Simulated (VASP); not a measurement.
# Cu3N (Pm-3m) in VASP: a series of runs

Cu3N is run at these levels: LDA, HSE06, PBE; tasks: single point.

All numbers are computed with VASP 6.6.1; they aren't measurements. Logs are shortened: lines on timing, memory, paths and dates and some standing lists are left out, and cuts for length are marked.

### Step 1. The cell of the first run

Symmetry: Pm-3m, No. 221, cubic system. The conventional cell has a = 3.721 Å, b = 3.721 Å, c = 3.721 Å, α = 90.00°, β = 90.00°, γ = 90.00°. Cu (site symmetry 4/mmm) has 2 N at 1.86 Å within 2.5 Å. Within 2.5 Å of N (site symmetry m-3m) lie 6 Cu at 1.86 Å.

### Step 2. Single point, LDA

INCAR reads:

```
PREC = Accurate
ENCUT = 820
EDIFF = 1E-6
ISMEAR = -1
SIGMA = 0.02
LREAL = False
LASPH = True
NELM = 120
ALGO = Normal
ISIF = 2
LWAVE = False
LCHARG = False
NBANDS = 39
GGA_COMPAT = False
```

KPOINTS reads:

```
Automatic mesh
0
Gamma
  6 6 6
```

POSCAR reads:

```
Cu3N
1.0
    3.7214852112      0.0000000000      0.0000000000
    0.0000000000      3.7214852112      0.0000000000
    0.0000000000      0.0000000000      3.7214852112
Cu N
3 1
Direct
    0.5000000000      0.0000000000      0.0000000000
    0.0000000000      0.5000000000      0.0000000000
    0.0000000000      0.0000000000      0.5000000000
    0.0000000000      0.0000000000      0.0000000000
```

Potentials or basis: VASP PAW LDA potentials, release 64 (Cu_sv_GW, N).

Command:

```console
$ cat potpaw_LDA.64/Cu_sv_GW/POTCAR potpaw_LDA.64/N/POTCAR > POTCAR
$ mpirun -np 1 vasp_std > vasp.out
```

OUTCAR:

```text
PREC = Accurate
   ENCUT = 820
   EDIFF = 1E-6
   ISMEAR = -1
   LREAL = False
   LASPH = True
   NELM = 120
   ISIF = 2

 ion  position               nearest neighbor table
   1  0.500  0.000  0.000-   4 1.86   4 1.86   2 2.63   3 2.63   2 2.63   2 2.63   3 2.63   3 2.63
                             3 2.63   2 2.63
   2  0.000  0.500  0.000-   4 1.86   4 1.86   1 2.63   3 2.63   1 2.63   3 2.63   3 2.63   3 2.63
                             1 2.63   1 2.63
   3  0.000  0.000  0.500-   4 1.86   4 1.86   1 2.63   1 2.63   2 2.63   2 2.63   2 2.63   2 2.63
                             1 2.63   1 2.63
   4  0.000  0.000  0.000-   1 1.86   2 1.86   3 1.86   3 1.86   2 1.86   1 1.86

  LATTYP: Found a simple cubic cell.
 ALAT       =     3.7214852112

  Lattice vectors:

 A1 = (   3.7214852112,   0.0000000000,   0.0000000000)
 A2 = (   0.0000000000,   3.7214852112,   0.0000000000)
 A3 = (   0.0000000000,   0.0000000000,   3.7214852112)

Analysis of symmetry for initial positions (statically):
=====================================================================
 Subroutine PRICEL returns:
 Original cell was already a primitive cell.

 Routine SETGRP: Setting up the symmetry group for a
 simple cubic supercell.

 Subroutine GETGRP returns: Found 48 space group operations
 (whereof 48 operations were pure point group operations)
 out of a pool of 48 trial point group operations.

The static configuration has the point symmetry O_h .

Analysis of symmetry for dynamics (positions and initial velocities):
=====================================================================
 Subroutine PRICEL returns:
 Original cell was already a primitive cell.

 Routine SETGRP: Setting up the symmetry group for a
 simple cubic supercell.

 Subroutine GETGRP returns: Found 48 space group operations
 (whereof 48 operations were pure point group operations)
 out of a pool of 48 trial point group operations.

The dynamic configuration has the point symmetry O_h .

 Subroutine INISYM returns: Found 48 space group operations
 (whereof 48 operations are pure point group operations),
 and found     1 'primitive' translations

----------------------------------------------------------------------------------------

                                     Primitive cell

  volume of cell :      51.5405

[... 85 lines left out ...]
   ENCUT  =  820.0 eV  60.27 Ry    7.76 a.u.   8.69  8.69  8.69*2*pi/ulx,y,z
   NELM   =    120;   NELMIN=  2; NELMDL= -5     # of ELM steps
   EDIFF  = 0.1E-05   stopping-criterion for ELM
   LREAL  =      F    real-space projection
   EDIFFG = 0.1E-04   stopping-criterion for IOM
   NSW    =      0    number of steps for IOM
   IBRION =     -1    ionic relax: 0-MD 1-quasi-New 2-CG
   NFREE  =      0    steps in history (QN), initial steepest desc. (CG)
   ISIF   =      2    stress and relaxation
   ISYM   =      2    0-nonsym 1-usesym 2-fastsym
   POTIM  = 0.5000    time-step for ionic-motion
   TEBEG  =    0.0;   TEEND  =   0.0 temperature during run
   PSTRESS=    0.0 pullay stress
   NELECT =      62.0000    total number of electrons
   NUPDOWN=      -1.0000    fix difference up-down
   EMIN   =  10.00;   EMAX   =-10.00  energy-range for DOS
   EFERMI =   0.00;   METHOD = LEGACY
   ISMEAR =    -1;   SIGMA  =   0.02  broadening in eV -4-tet -1-fermi 0-gaus
   EFERMI_NEDOS =   21; number of points for ismear=-14 and -15
   IALGO  =     38    algorithm
   IMIX   =      4    mixing-type and parameters
     AMIX     =   0.40;   BMIX     =  1.00
     AMIX_MAG =   1.60;   BMIX_MAG =  1.00
  volume/ion in A,a.u.               =      12.89        86.95
  Fermi-wavevector in a.u.,A,eV,Ry     =   1.741095  3.290192 41.244854  3.031411
  Thomas-Fermi vector in A             =   2.813618
   LORBIT       =      0    0 simple, 1 ext, 2 COOP (PROOUT), +10 PAW based schemes
   GGA     = CA    functional components
   LHFCALC =     F    Hartree Fock is set to
   AEXX    =    0.0000 exact exchange contribution
   IVDW    =     0    specifies the selected vdW correction
   LEPSILON=     F    determine dielectric tensor
   LRPA    =     F    only Hartree local field effects (RPA)
 non-spin polarized calculation
  energy-cutoff  :      820.00
  volume of cell :       51.54
 maximum number of plane-waves:      2800
 NGX is ok and might be reduce to    36
   NGX = 17   NGY = 17   NGZ = 17

 number of electron      62.0000045 magnetization

 Free energy of the ion-electron system (eV)
  ---------------------------------------------------
  ext. energy  EPLUGINS =         0.00000000
  ---------------------------------------------------
  free energy    TOTEN  =       -22.59664812 eV

  energy without entropy =      -22.59594819  energy(sigma->0) =      -22.59629816

 E-fermi :   5.3479     XC(G=0): -12.0546

 val. band max:        5.3244190316   @ k =   0.5000   0.5000   0.0000
 cond. band min:       5.3742698280   @ k =   0.5000   0.5000   0.5000
 fundamental gap:      0.0498507965
 Fermi energy:         5.3479486048

 k-point     1 :       0.0000    0.0000    0.0000
  band No.  band energies     occupation
      1    -106.4208      2.00000
      2    -106.4106      2.00000
      3    -106.4106      2.00000
      4     -64.6099      2.00000
      5     -64.6099      2.00000
      6     -64.6099      2.00000
[... 829 lines left out ...]
     38      13.7874      0.00000
     39      16.6615      0.00000

------------------------ aborting loop because EDIFF is reached ----------------------------------------

  FORCE on cell =-STRESS in cart. coord.  units (eV):
  Direction    XX          YY          ZZ          XY          YZ          ZX
  --------------------------------------------------------------------------------------
  -------------------------------------------------------------------------------------
  Total       -0.0752889     -0.0752889     -0.0752889     -0.0000000     -0.0000000      0.0000000
  in kB       -2.3404150     -2.3404150     -2.3404150     -0.0000000     -0.0000000      0.0000000
  external PRESSURE =      -2.3404150 kB  Pullay stress =       0.0000000 kB

 VOLUME and BASIS-vectors are now :
 -----------------------------------------------------------------------------
  energy-cutoff  :      820.00
  volume of cell :       51.54
      direct lattice vectors                 reciprocal lattice vectors
     3.721485211  0.000000000  0.000000000     0.268709922  0.000000000  0.000000000
     0.000000000  3.721485211  0.000000000     0.000000000  0.268709922  0.000000000
     0.000000000  0.000000000  3.721485211     0.000000000  0.000000000  0.268709922

 POSITION                                       TOTAL-FORCE (eV/Angst)
 -----------------------------------------------------------------------------------
      1.86074      0.00000      0.00000         0.000000      0.000000      0.000000
      0.00000      1.86074      0.00000         0.000000      0.000000      0.000000
      0.00000      0.00000      1.86074         0.000000      0.000000      0.000000
      0.00000      0.00000      0.00000         0.000000      0.000000      0.000000
 -----------------------------------------------------------------------------------
    total drift:                                0.000000      0.000000     -0.000000

  FREE ENERGIE OF THE ION-ELECTRON SYSTEM (eV)
  ---------------------------------------------------
  free  energy   TOTEN  =       -22.5966481238 eV

  energy  without entropy=      -22.5959481902  energy(sigma->0) =      -22.59629816
```

OSZICAR:

```text
N       E                     dE             d eps       ncg     rms          rms(c)
DAV:   1     0.170370652266E+04    0.17037E+04   -0.47611E+04  2282   0.666E+03
DAV:   2     0.230878104887E+03   -0.14728E+04   -0.14133E+04  2374   0.143E+03
DAV:   3    -0.776605791121E+01   -0.23864E+03   -0.21953E+03  2961   0.829E+02
DAV:   4    -0.264630158098E+02   -0.18697E+02   -0.18123E+02  3072   0.260E+02
DAV:   5    -0.274118684868E+02   -0.94885E+00   -0.94537E+00  2848   0.458E+01    0.167E+01
DAV:   6    -0.259442084234E+02    0.14677E+01   -0.48920E+01  2648   0.321E+02    0.134E+01
DAV:   7    -0.225855397536E+02    0.33587E+01   -0.16308E+01  2424   0.214E+02    0.416E+00
DAV:   8    -0.226208389757E+02   -0.35299E-01   -0.90706E-01  3024   0.197E+01    0.241E+00
DAV:   9    -0.225969622550E+02    0.23877E-01   -0.46128E-02  2832   0.533E+00    0.221E-01
DAV:  10    -0.225967850057E+02    0.17725E-03   -0.29787E-03  2928   0.107E+00    0.148E-01
DAV:  11    -0.225967187657E+02    0.66240E-04   -0.11909E-03  2848   0.131E+00    0.741E-02
DAV:  12    -0.225966495783E+02    0.69187E-04   -0.17592E-04  2776   0.493E-01    0.181E-02
DAV:  13    -0.225966485792E+02    0.99905E-06   -0.26847E-05  2408   0.922E-02    0.603E-03
DAV:  14    -0.225966481238E+02    0.45538E-06   -0.23299E-06  1352   0.611E-02
   1 F= -.22596648E+02 E0= -.22596298E+02  d E =-.699934E-03
```

It took 94 s on 1 thread of Intel Xeon Platinum 8375C at 2.90GHz (Ice Lake), shared host; peak memory 0.22 GiB.

Results:

- Free energy: -22.5966 eV
- Pressure: -0.2 GPa
- Band gap on the k mesh: zero (bands 31 and 32 overlap by 0.05 eV)

Caveat: semilocal functionals underestimate gaps, and a narrow one can read as zero. With open d or f shells a metallic result of LDA can be an artefact of self-interaction; +U or a hybrid may open a gap.

### Step 3. Single point, HSE06

This run uses another cell than the first one, of 13.97 Å³/atom.

POSCAR reads:

```
Cu3N
1.0
    3.8231759219      0.0000000000      0.0000000000
    0.0000000000      3.8231759219      0.0000000000
    0.0000000000      0.0000000000      3.8231759219
Cu N
3 1
Direct
    0.5000000000      0.0000000000      0.0000000000
    0.0000000000      0.5000000000      0.0000000000
    0.0000000000      0.0000000000      0.5000000000
    0.0000000000      0.0000000000      0.0000000000
```

INCAR.step1 reads:

```
PREC = Accurate
ENCUT = 520
EDIFF = 1E-5
ISMEAR = -1
SIGMA = 0.02
LREAL = F
LASPH = T
NELM = 120
ALGO = Normal
ISIF = 2
LWAVE = T
LCHARG = F
GGA = PE
NBANDS = 27
GGA_COMPAT = F
```

INCAR.step2 reads:

```
PREC = Accurate
ENCUT = 520
EDIFF = 1E-6
ISMEAR = -1
SIGMA = 0.02
LREAL = F
LASPH = T
NELM = 120
ALGO = Normal
ISIF = 2
LWAVE = F
LCHARG = F
GGA = PE
LHFCALC = T
HFSCREEN = 0.2079
PRECFOCK = Normal
ISTART = 1
NBANDS = 27
GGA_COMPAT = F
```

KPOINTS reads:

```
regular mesh
0
Gamma
  4 4 4
```

Potentials or basis: VASP PAW PBE potentials, release 64 (Cu, N).

Command:

```console
$ cat potpaw_PBE.64/Cu/POTCAR potpaw_PBE.64/N/POTCAR > POTCAR
$ cp INCAR.step1 INCAR
$ mpirun -np 1 vasp_std > vasp.out
$ cp INCAR.step2 INCAR
$ mpirun -np 1 vasp_std > vasp.out
```

It took 32 min on 1 thread of Intel Xeon Platinum 8488C (Sapphire Rapids), shared host; peak memory 0.28 GiB.

It converged, with:

- Free energy: -20.4357 eV
- Pressure: 0.4 GPa
- Band gap on the k mesh: 1.01 eV (least direct gap 1.72 eV)

Levels at points of the mesh, in eV from the valence-band top:
```tsv
k point	band 15	band 16	band 17	band 18	band 19	band 20	band 21	band 22	band 23	band 24
(0.00, 0.00, 0.00)	-2.72	-2.64	-2.64	-2.64	-2.54	2.29	6.88	6.88	8.14	8.14
(0.50, 0.00, 0.00)	-2.96	-2.70	-2.64	-1.80	-1.80	3.04	4.64	8.61	8.61	8.65
(0.50, 0.50, 0.00)	-2.96	-2.59	-1.37	-1.37	-0.91	1.01	5.30	6.40	6.40	9.74
(0.50, 0.50, 0.50)	-2.63	-2.63	0.00	0.00	0.00	1.88	1.88	1.88	7.13	10.14
```

Caveat: the PAW data sets were made with another functional, which shifts forces and pressure a little.

### Step 4. Single point, PBE

This run uses another cell than the first one, of 13.60 Å³/atom.

INCAR reads:

```
PREC     = Accurate       # precision mode
ENCUT    = 820            # plane-wave cutoff, eV
EDIFF    = 1E-6           # SCF threshold, eV
ISMEAR   = -1             # smearing method
SIGMA    = 0.02           # smearing width, eV
LREAL    = False          # projectors in reciprocal space
LASPH    = True           # aspherical terms in the spheres
NELM     = 120            # most SCF steps
ALGO     = Normal         # electronic algorithm
ISIF     = 2              # what is computed and relaxed
LWAVE    = False          # write WAVECAR
LCHARG   = True           # write CHGCAR
GGA      = PE             # functional
LELF     = True           # ELF
LVHAR    = True         
NBANDS   = 39             # bands
GGA_COMPAT= False
```

KPOINTS reads:

```
regular mesh
0
Gamma
  6 6 6
```

POSCAR reads:

```
Cu3N
1.0
    3.7893700857      0.0000000000      0.0000000000
    0.0000000000      3.7893700857      0.0000000000
    0.0000000000      0.0000000000      3.7893700857
Cu N
3 1
Direct
    0.5000000000      0.0000000000      0.0000000000
    0.0000000000      0.5000000000      0.0000000000
    0.0000000000      0.0000000000      0.5000000000
    0.0000000000      0.0000000000      0.0000000000
```

Potentials or basis: VASP PAW PBE potentials, release 64 (Cu_sv_GW, N).

Command:

```console
$ cat potpaw_PBE.64/Cu_sv_GW/POTCAR potpaw_PBE.64/N/POTCAR > POTCAR
$ mpirun -np 1 vasp_std > vasp.out
```

It took 88 s on 1 thread of AMD EPYC 7R13 (Zen 3), shared host; peak memory 0.23 GiB.

The run converged. Its results:

```
Free energy            : -18.5640 eV
Pressure               : 3.0 GPa
Band gap on the k mesh : 0.11 eV (least direct gap 0.65 eV)
```

Levels at points of the mesh, in eV from the valence-band top:
| k point | band 29 | band 30 | band 31 | band 32 | band 33 | band 34 |
| --- | --- | --- | --- | --- | --- | --- |
| (0.00, 0.00, 0.00) | -1.86 | -1.86 | -1.81 | 1.06 | 5.32 | 5.32 |
| (0.50, 0.00, 0.00) | -1.85 | -1.45 | -1.45 | 1.60 | 3.34 | 6.82 |
| (0.50, 0.50, 0.00) | -1.09 | -1.09 | -0.71 | 0.11 | 3.58 | 4.85 |
| (0.50, 0.50, 0.50) | 0.00 | 0.00 | 0.00 | 0.70 | 0.70 | 0.70 |

Caveat: the cell stands under pressure; semilocal functionals underestimate gaps, and a narrow one can read as zero. A k mesh can miss the band edges.

### Step 5. Overview

```tsv
level	potentials or basis	cell	k mesh	cutoff (eV)	grid for exact exchange (PRECFOCK)	share of exact exchange	screening parameter	gap on the mesh (eV)	pressure (GPa)
LDA	VASP PAW LDA potentials, release 64 (Cu_sv_GW, N)	a = 3.721 Å, 4 atoms	6 × 6 × 6	820	-	-	-	none	-0.2
HSE06	VASP PAW PBE potentials, release 64 (Cu, N)	a = 3.823 Å, 4 atoms	4 × 4 × 4	520	Normal	0.25	0.2079 1/Å	1.01	0.4
PBE	VASP PAW PBE potentials, release 64 (Cu_sv_GW, N)	a = 3.789 Å, 4 atoms	6 × 6 × 6	820	-	-	-	0.11	3.0
```

Alike in all rows: task single point; no spin polarisation; smearing fermi-dirac 0.02 eV.

Caveats: semilocal functionals underestimate gaps, and a narrow one can read as zero (at least some runs); the PAW data sets were made with another functional, which shifts forces and pressure a little (at least some runs); the cell stands under pressure (at least some runs).

Total energies depend on the potentials used, so only differences within one code and one set of settings carry meaning.

The gap in the log of VASP goes by the Fermi energy; the results here count the filled bands.